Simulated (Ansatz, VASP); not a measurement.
Al: VASP beside Ansatz

INCAR

```
PREC = Accurate
ENCUT = 520
EDIFF = 1E-7
ISMEAR = 0
SIGMA = 0.05
LREAL = False
LASPH = True
NELM = 100
ALGO = Normal
ISIF = 2
LWAVE = False
LCHARG = True
GGA = PE
LELF = True
LVHAR = True
NBANDS = 10
```

File KPOINTS:

```
Automatic mesh
0
Gamma
  18 18 8
```

The input POSCAR:

```
Al
1.0
    2.8124553500      0.0000000000      0.0000000000
   -1.4062276800      2.4356577800      0.0000000000
    0.0000000000      0.0000000000      4.8668500000
Al
2
Direct
    0.6666666700      0.3333333300      0.7500000000
    0.3333333300      0.6666666700      0.2500000000
```

Input for Ansatz:

```yaml
crystal:
  lattice:
    - [2.81245535, 0.0, 0.0]
    - [-1.40622768, 2.43565778, 0.0]
    - [0.0, 0.0, 4.86685]
  atoms:
    - { symbol: Al, position: [0.66666667, 0.33333333, 0.75] }
    - { symbol: Al, position: [0.33333333, 0.66666667, 0.25] }
basis:
  ecutwfc: 420
kpoints:
  mp_grid: { grid: [18, 18, 8] }
hamiltonian:
  xc: pbe
scf:
  occupations: { method: gaussian, width: 0.05 }
output:
  forces: true
  eigenvalues: true
  eigenstates:
    nscf_kmesh: { grid: [36, 36, 16] }
    top_band: c6
    de_dk: true
    localisation: false
  stress: true
checkpoint:
  write: ck
  compress: false
  write_wavefunctions: false
  write_every: 100000
```

Alike in both runs: task single point; functional PBE; k mesh 18 × 18 × 8; occupations gaussian, width 0.05 eV; no spin polarisation.

|  | VASP | Ansatz |
| --- | --- | --- |
| version | VASP 6.6.1 | Ansatz 0.2.0 |
| potentials or method | VASP PAW PBE potentials, release 64 (Al), cutoff 520 eV | scalar-relativistic, plane waves, PAW |
| valence electrons in the cell | 6 | 6 |

|  | VASP | Ansatz | Ansatz less VASP |
| --- | --- | --- | --- |
| pressure (GPa) | 0.2 | 0.2 | +0.03 |
| traceless stress, the component that is largest in VASP (GPa) | -1.40 | -1.41 | -0.009 |

With one functional, cell and mesh, what is left measures potentials, basis and numerics.
